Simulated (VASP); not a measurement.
Runs of VASP 6.6.1 on Hf. The structure is that of space group Im-3m (No. 229), or close to it. The cells are those of the table. 

| task | cell | k mesh | cutoff (eV) | gap on the mesh (eV) | pressure (GPa) |
| --- | --- | --- | --- | --- | --- |
| single point | a = 2.983 Å, angles 109.5°, 1 atom | 12 × 12 × 12 | 520 | none | 0.2 |
| single point | a = 3.061 Å, angles 109.5°, 1 atom | 14 × 14 × 14 | 520 | none | -7.5 |
| single point | a = 2.943 Å, angles 109.5°, 1 atom | 14 × 14 × 14 | 520 | none | (a) |
| relaxation of cell and atoms | relaxed from a = 3.075 Å, angles 109.5°, 1 atom | 12 × 12 × 12 | 600 | none | 0.0 |
| single point | a = 2.983 Å, angles 109.5°, 1 atom | 21 × 21 × 21 | 520 | none | 0.2 |

Alike in all rows: level LDA; potentials or basis VASP PAW LDA potentials, release 64 (Hf_pv); no spin polarisation; smearing fermi-dirac 0.1 eV.

Fill in the values left out.

(a) 5.2.

Caveats: spin-orbit coupling is left out, which moves the levels of the heavy elements.

A k mesh can miss the band edges, and the runs leave out spin-orbit coupling on Hf.

A gap of «none» marks levels without a gap at the run's occupations.
